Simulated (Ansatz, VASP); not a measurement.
# Hg in VASP and in Ansatz

INCAR

```
PREC     = Accurate       # precision mode
ENCUT    = 520            # plane-wave cutoff, eV
EDIFF    = 1E-6           # SCF threshold, eV
ISMEAR   = 0              # smearing method
SIGMA    = 0.15           # smearing width, eV
LREAL    = False          # projectors in reciprocal space
LASPH    = True           # aspherical terms in the spheres
NELM     = 60             # most SCF steps
ALGO     = Fast           # electronic algorithm
ISIF     = 2              # what is computed and relaxed
LWAVE    = False          # write WAVECAR
LCHARG   = True           # write CHGCAR
GGA      = PS             # functional
IVDW     = 12             # dispersion correction
LELF     = True           # ELF
LVHAR    = True         
NBANDS   = 19             # bands
```

Contents of KPOINTS:

```
regular mesh
0
Gamma
  18 18 10
```

Contents of POSCAR:

```
Hg
1.0
    3.1540667384      0.0000000000      0.0000000000
   -1.5770333692      2.7315019207      0.0000000000
    0.0000000000      0.0000000000      5.6014000000
Hg
2
Direct
    0.6666666667      0.3333333333      0.7500000000
    0.3333333333      0.6666666667      0.2500000000
```

Input for Ansatz:

```yaml
crystal:
  lattice:
    - [3.1540667384, 0.0, 0.0]
    - [-1.5770333692, 2.7315019207, 0.0]
    - [0.0, 0.0, 5.6014]
  atoms:
    - { symbol: Hg, position: [0.6666666667, 0.3333333333, 0.75] }
    - { symbol: Hg, position: [0.3333333333, 0.6666666667, 0.25] }
basis:
  ecutwfc: 420
kpoints:
  mp_grid: { grid: [18, 18, 10] }
hamiltonian:
  xc: pbesol
  dispersion: d3bj
scf:
  occupations: { method: gaussian, width: 0.15 }
output:
  forces: true
  stress: true
  eigenvalues: true
  write_density: true
  write_potential: true
  elf: true
  volumetric_format: npy
```

Alike in both runs: task single point; functional PBEsol; dispersion D3(BJ); k mesh 18 × 18 × 10; occupations gaussian, width 0.15 eV; no spin polarisation.

|  | VASP | Ansatz |
| --- | --- | --- |
| version | VASP 6.6.1 | Ansatz 0.2.0 |
| potentials or method | VASP PAW PBE potentials, release 64 (Hg), cutoff 520 eV | scalar-relativistic, plane waves, PAW |
| valence electrons in the cell | 24 | 40 |

VASP gave:

* gap on the k mesh at the Fermi level (eV): none
* pressure (GPa): -3.3
* traceless stress, the component that is largest in VASP (GPa): -0.52

Which values does Ansatz return?

gap on the k mesh at the Fermi level (eV): none; pressure (GPa): -3.6; traceless stress, the component that is largest in VASP (GPa): -0.42.

VASP's potentials were made for PBE, not for PBEsol. A gap of «none» marks a metal or a gap that the smearing closes. VASP's potentials hold 24 valence electrons a cell and Ansatz's 40, so a difference there can come from the potentials and not from the codes.

Spin-orbit coupling is off throughout.
